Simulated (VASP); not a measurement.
The system is I.

```
I
1.0
    -2.08938    2.08938    2.08938
     2.08938   -2.08938    2.08938
     2.08938    2.08938   -2.08938
I
1
Cartesian
  0.0000 0.0000 0.0000
```

```yaml
Program: VASP 6.6.1
Task: relaxation of cell and atoms
Functional: PBEsol
Dispersion: D4
Potentials_or_basis: VASP PAW PBE potentials, release 64 (I)
Cutoff: 600 eV
k_mesh: 9 × 9 × 9
Occupations: fermi-dirac, width 0.05 eV
Spin: no spin polarisation
```

At the start: pressure -3.5 GPa; volume 36.48 Å³/atom.

Question: How do energy, volume and symmetry change on relaxing?

Answer: Over 3 steps the energy falls by 58.5 meV/atom and the volume is 31.83 Å³/atom (-12.8 %); space group Im-3m (No. 229, to 0.1 Å) before and after.

The path:
```csv
step,energy change (eV),largest force (eV/Å),pressure (GPa),volume (Å³)
1,0.0000,0.0000,-3.48,36.48
2,-0.0570,0.0000,-0.70,32.46
3,-0.0585,0.0000,-0.03,31.83
```

Final structure:
```
I
1.0
    -1.99642    1.99642    1.99642
     1.99642   -1.99642    1.99642
     1.99642    1.99642   -1.99642
I
1
Direct
  0.00000 0.00000 0.00000
```

Caveat: the PAW data sets were made with another functional, which shifts forces and pressure a little; an odd number of electrons without spin polarisation forces a metal; a magnetic or distorted state may lie lower.
